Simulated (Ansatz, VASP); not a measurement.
One calculation of Ta3H, two programs

Contents of INCAR:

```
PREC = Accurate ; ENCUT = 520
EDIFF = 1E-6 ; ISMEAR = 0
SIGMA = 0.1 ; LREAL = F
LASPH = T ; NELM = 60
ALGO = Normal ; ISIF = 2
LWAVE = F ; LCHARG = F
LDIPOL = T ; IDIPOL = 3
DIPOL = 0.5 0.5 0.344 ; GGA = CA
NBANDS = 44
```

File KPOINTS:

```
Automatic mesh
0
Gamma
  6 6 1
```

POSCAR

```
Ta3H
1.0
    4.6002247492      0.0000000000      0.0000000000
   -2.3001123746      3.9839114959      0.0000000000
    0.0000000000      0.0000000000     22.4017722044
Ta H
6 2
Direct
    0.6666666667      0.3333333333      0.1785573018
    0.3333333333      0.6666666667      0.2204743848
    0.0000000000      0.0000000000      0.2623914678
    0.6666666667      0.3333333333      0.3016814391
    0.3333333333      0.6666666667      0.3385386112
    0.0000000000      0.0000000000      0.3750494438
    0.2626846112      0.6666666667      0.5357510154
    0.4039820555      0.6666666667      0.5357510154
```

Input for Ansatz:

```yaml
crystal:
  lattice:
    - [4.6002247492, 0.0, 0.0]
    - [-2.3001123746, 3.9839114959, 0.0]
    - [0.0, 0.0, 22.4017722044]
  atoms:
    - { symbol: Ta, position: [0.6666666667, 0.3333333333, 0.1785573018] }
    - { symbol: Ta, position: [0.3333333333, 0.6666666667, 0.2204743848] }
    - { symbol: Ta, position: [0.0, 0.0, 0.2623914678] }
    - { symbol: Ta, position: [0.6666666667, 0.3333333333, 0.3016814391] }
    - { symbol: Ta, position: [0.3333333333, 0.6666666667, 0.3385386112] }
    - { symbol: Ta, position: [0.0, 0.0, 0.3750494438] }
    - { symbol: H, position: [0.2626846112, 0.6666666667, 0.5357510154] }
    - { symbol: H, position: [0.4039820555, 0.6666666667, 0.5357510154] }
basis:
  ecutwfc: 420
kpoints:
  mp_grid: { grid: [6, 6, 1] }
hamiltonian:
  xc: lda
  pseudopotentials: { kind: paw, azcp: { folder: soft_1 } }
scf:
  occupations: { method: gaussian, width: 0.1 }
output:
  forces: true
  eigenvalues: true
efield:
  axis: 3
  dipole_correction: true
  ramp_width: 0.04
```

Alike in both runs: task single point; functional LDA; k mesh 6 × 6 × 1; occupations gaussian, width 0.1 eV; no spin polarisation.

|  | VASP | Ansatz |
| --- | --- | --- |
| version | VASP 6.6.1 | Ansatz 0.2.0 |
| potentials or method | VASP PAW LDA potentials, release 64 (Ta_pv, H), cutoff 520 eV | scalar-relativistic, plane waves, PAW |
| valence electrons in the cell | 68 | 80 |

Ansatz gave:

```
rms of the force components (eV/Å) : 1.702
```

Task: Which values does VASP return?

Result: rms of the force components (eV/Å): 1.716.

Ansatz warns that its potentials were made for another functional, while VASP's fit it. LDA's correlation is that of Perdew and Zunger in VASP and of Perdew and Wang (1992) in Ansatz. Atom by atom the forces differ by 0.029 eV/Å (rms over components). VASP's potentials hold 68 valence electrons a cell and Ansatz's 80, so a difference there can come from the potentials and not from the codes. Ansatz's warnings: vacuum below fermi.

Spin-orbit coupling is off throughout.
